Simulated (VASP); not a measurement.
Set up this calculation in VASP 6.6.1, as the native input.

```
Task                   : relaxation of volume and atoms at fixed shape
Functional             : PBEsol
Potentials or basis    : VASP PAW PBE potentials, release 64 (Al, In_d, As)
Cutoff                 : 500 eV
k mesh                 : 1 × 1 × 1, shifted
Occupations            : fermi-dirac, width 0.05 eV
Spin                   : no spin polarisation
Dipole correction      : no
Further INCAR settings : LREAL = Auto; ALGO = Normal; EDIFF = 1e-07; ISYM = -1; IBRION = 2; EDIFFG = -0.03; NSW = 100; ISIF = 8
```

The structure of Al3InAs4 lies in POSCAR:

```
Al3InAs4
1.0
   11.5548170000      0.0000000000      0.0000000000
    0.0000000000     11.5548170000      0.0000000000
    0.0000000000      0.0000000000     11.5548170000
Al In As
24 8 32
Direct
    0.0002530000      0.9991670000      0.0001630000
    0.9989260000      0.5011660000      0.9990800000
    0.0000790000      0.5020990000      0.4985330000
    0.5007530000      0.9993120000      0.4987770000
    0.5013310000      0.5029280000      0.0009670000
    0.5022500000      0.5032770000      0.5023270000
    0.2495290000      0.2471520000      0.0002610000
    0.2503860000      0.2506940000      0.4994490000
    0.2510920000      0.7491260000      0.4972180000
    0.7470650000      0.2518510000      0.0007140000
    0.7507980000      0.2506930000      0.4992780000
    0.7508480000      0.7487840000      0.5013530000
    0.2503280000      0.9986200000      0.2503450000
    0.2508300000      0.0001390000      0.7518830000
    0.2520680000      0.4993720000      0.2511930000
    0.2496400000      0.5034870000      0.7487140000
    0.7495010000      0.0008900000      0.2494600000
    0.7510490000      0.9968690000      0.7495760000
    0.7514610000      0.4999680000      0.7492570000
    0.9993830000      0.2498000000      0.2511890000
    0.0026370000      0.2485370000      0.7492400000
    0.0010780000      0.7519300000      0.2505070000
    0.5018070000      0.2498060000      0.7533810000
    0.5033040000      0.7513260000      0.7517520000
    0.0003520000      0.9980050000      0.4996780000
    0.4993020000      0.9993410000      0.9995860000
    0.2522330000      0.7486010000      0.9975170000
    0.7492990000      0.7498320000      0.9976200000
    0.7480060000      0.5009210000      0.2489490000
    0.0044220000      0.7487620000      0.7500300000
    0.4997720000      0.2492300000      0.2509680000
    0.5018690000      0.7480940000      0.2501640000
    0.1240360000      0.1258070000      0.1235400000
    0.1270530000      0.1210850000      0.6269840000
    0.1234850000      0.6234150000      0.1275240000
    0.1260740000      0.6229470000      0.6254480000
    0.6238860000      0.1260700000      0.1234500000
    0.6208050000      0.1257360000      0.6241480000
    0.6222180000      0.6237200000      0.1266170000
    0.6229560000      0.6254650000      0.6261490000
    0.3724590000      0.3735710000      0.1248560000
    0.3737490000      0.3753230000      0.6251050000
    0.3713980000      0.8763350000      0.1217560000
    0.3736990000      0.8753000000      0.6246810000
    0.8744060000      0.3726770000      0.1253970000
    0.8722740000      0.3737380000      0.6240850000
    0.8756990000      0.8752450000      0.1245760000
    0.8762370000      0.8755400000      0.6267580000
    0.3753240000      0.1259330000      0.3733880000
    0.3749380000      0.1236810000      0.8784890000
    0.3774880000      0.6247130000      0.3759810000
    0.3749390000      0.6263540000      0.8745980000
    0.8751180000      0.1249500000      0.3762160000
    0.8776920000      0.1260880000      0.8779680000
    0.8713680000      0.6236490000      0.3758270000
    0.8734340000      0.6257930000      0.8726230000
    0.1235170000      0.3721180000      0.3743690000
    0.1268860000      0.3760060000      0.8729900000
    0.1226140000      0.8745620000      0.3751190000
    0.1264600000      0.8734190000      0.8742440000
    0.6254130000      0.3724900000      0.3738220000
    0.6286640000      0.3735090000      0.8771870000
    0.6264360000      0.8752000000      0.3749330000
    0.6230650000      0.8757040000      0.8733730000
```

One way to write it, as run:

INCAR

```
PREC = Accurate ; ENCUT = 500
EDIFF = 1E-7 ; ISMEAR = -1
SIGMA = 0.05 ; LREAL = Auto
LASPH = T ; NELM = 120
ALGO = Normal ; ISIF = 8
LWAVE = F ; LCHARG = F
GGA = PS ; IBRION = 2
NSW = 100 ; EDIFFG = -0.03
ISYM = -1 ; GGA_COMPAT = F
NELMIN = 4
```

KPOINTS

```
explicit points
1
Reciprocal
  0.25000000   0.25000000   0.25000000 1
```

Potentials or basis: VASP PAW PBE potentials, release 64 (Al, In_d, As).

Launch:

```bash
$ cat potpaw_PBE.64/Al/POTCAR potpaw_PBE.64/In_d/POTCAR potpaw_PBE.64/As/POTCAR > POTCAR
$ mpirun -np 1 vasp_std > vasp.out
```

Results of the run:

```json
{
  "Relaxed volume": "24.11 Å³/atom",
  "Relaxed cell": "a = 11.556 Å, b = 11.556 Å, c = 11.556 Å, α = 90.00°, β = 90.00°, γ = 90.00°",
  "Space group after relaxing (to 0.1 Å)": "P1 (No. 1)",
  "Energy gained by relaxing": "42.3 meV/atom",
  "Ionic steps": "16",
  "Pressure after relaxing": "0.0 GPa",
  "Largest force after relaxing": "0.020 eV/Å",
  "Band gap on the k mesh": "1.84 eV"
}
```

Caveat: the PAW data sets were made with another functional, which shifts forces and pressure a little; spin-orbit coupling is left out, which moves the levels of the heavy elements; a shifted mesh leaves out Γ, where band edges can lie.

It took 73 min on 1 thread of Intel(R) Xeon(R) 6975P-C (Granite Rapids), with other jobs on the host, peak memory 1.4 GiB.
